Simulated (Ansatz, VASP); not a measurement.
## W: VASP beside Ansatz

The input INCAR:

```
PREC = Accurate
ENCUT = 520
EDIFF = 1E-6
ISMEAR = 0
SIGMA = 0.15
LREAL = F
LASPH = T
NELM = 100
ALGO = Fast
ISIF = 2
LWAVE = F
LCHARG = F
GGA = PE
NBANDS = 13
```

KPOINTS

```
regular mesh
0
Gamma
  20 20 20
```

Contents of POSCAR:

```
W
1.0
   -1.5015917134      1.5759310891      1.5759310891
    1.5759310891     -1.5015917134      1.5759310891
    1.5759310891      1.5759310891     -1.5015917134
W
1
Direct
    0.0000000000      0.0000000000      0.0000000000
```

Input for Ansatz:

```yaml
crystal:
  lattice:
    - [-1.5015917134, 1.5759310891, 1.5759310891]
    - [1.5759310891, -1.5015917134, 1.5759310891]
    - [1.5759310891, 1.5759310891, -1.5015917134]
  atoms:
    - { symbol: W, position: [0.0, 0.0, 0.0] }
basis:
  ecutwfc: 420
kpoints:
  mp_grid: { grid: [20, 20, 20] }
hamiltonian:
  xc: pbe
  pseudopotentials: { kind: paw, azcp: { folder: soft_1 } }
scf:
  occupations: { method: gaussian, width: 0.15 }
output:
  forces: true
  stress: true
  eigenvalues: true
```

Change from the starting cell: equal engineering shear yz, xz and xy +0.0467, equal normal strain along x, y and z -0.0100.

Alike in both runs: task single point; functional PBE; k mesh 20 × 20 × 20; occupations gaussian, width 0.15 eV; no spin polarisation.

```csv
,VASP,Ansatz
version,VASP 6.6.1,Ansatz 0.2.0
potentials or method,"VASP PAW PBE potentials, release 64 (W_sv), cutoff 520 eV","scalar-relativistic, plane waves, PAW"
valence electrons in the cell,14,14
```

```tsv
	VASP	Ansatz	Ansatz less VASP
gap on the k mesh at the Fermi level (eV)	none	none	-
pressure (GPa)	12.1	11.5	-0.60
traceless stress, the component that is largest in VASP (GPa)	-6.55	-6.46	+0.085
```

A gap of «none» marks a metal or a gap that the smearing closes.

Spin-orbit coupling is off throughout.
